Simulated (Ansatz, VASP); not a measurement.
W in VASP and in Ansatz

The input INCAR:

```
SYSTEM = W
PREC     = Accurate       ! precision mode
ENCUT    = 520            ! plane-wave cutoff, eV
EDIFF    = 1E-6           ! SCF threshold, eV
ISMEAR   = 0              ! smearing method
SIGMA    = 0.15           ! smearing width, eV
LREAL    = .False.        ! projectors in reciprocal space
LASPH    = .True.         ! aspherical terms in the spheres
NELM     = 80             ! most SCF steps
ALGO     = Normal         ! electronic algorithm
ISIF     = 2              ! what is computed and relaxed
LWAVE    = .False.        ! write WAVECAR
LCHARG   = .False.        ! write CHGCAR
GGA      = PE             ! functional
NBANDS   = 13             ! bands
```

The input KPOINTS:

```
Automatic mesh
0
Gamma
  20 20 20
  0 0 0
```

POSCAR

```
W
1.0
   -1.5573675000      1.5573675000      1.6771650000
    1.5573675000     -1.5573675000      1.6771650000
    1.5573675000      1.5573675000     -1.6771650000
W
1
Direct
    0.0000000000      0.0000000000      0.0000000000
```

Input for Ansatz:

```yaml
crystal:
  lattice:
    - [-1.5573675, 1.5573675, 1.677165]
    - [1.5573675, -1.5573675, 1.677165]
    - [1.5573675, 1.5573675, -1.677165]
  atoms:
    - { symbol: W, position: [0.0, 0.0, 0.0] }
basis:
  ecutwfc: 420
kpoints:
  mp_grid: { grid: [20, 20, 20] }
hamiltonian:
  xc: pbe
scf:
  occupations: { method: gaussian, width: 0.15 }
output:
  forces: true
  stress: true
  eigenvalues: true
  write_density: true
  write_potential: true
  elf: true
  volumetric_format: npy
```

Change from the starting cell: strain -0.025 along x and y, +0.050 along z, atoms carried along.

Alike in both runs: task single point; functional PBE; k mesh 20 × 20 × 20; occupations gaussian, width 0.15 eV; no spin polarisation.

```csv
,VASP,Ansatz
version,VASP 6.6.1,Ansatz 0.2.0
potentials or method,"VASP PAW PBE potentials, release 64 (W_sv), cutoff 520 eV","scalar-relativistic, plane waves, PAW"
valence electrons in the cell,14,14
```

Ansatz gave:

* gap on the k mesh at the Fermi level (eV): none
* pressure (GPa): -1.8
* traceless stress, the component that is largest in VASP (GPa): -13.81

Q: Estimate VASP's values.

A: gap on the k mesh at the Fermi level (eV): none; pressure (GPa): -1.3; traceless stress, the component that is largest in VASP (GPa): -13.79.

A gap of «none» marks a metal or a gap that the smearing closes. With one functional, cell and mesh, what is left measures potentials, basis and numerics.

Spin-orbit coupling is off throughout.
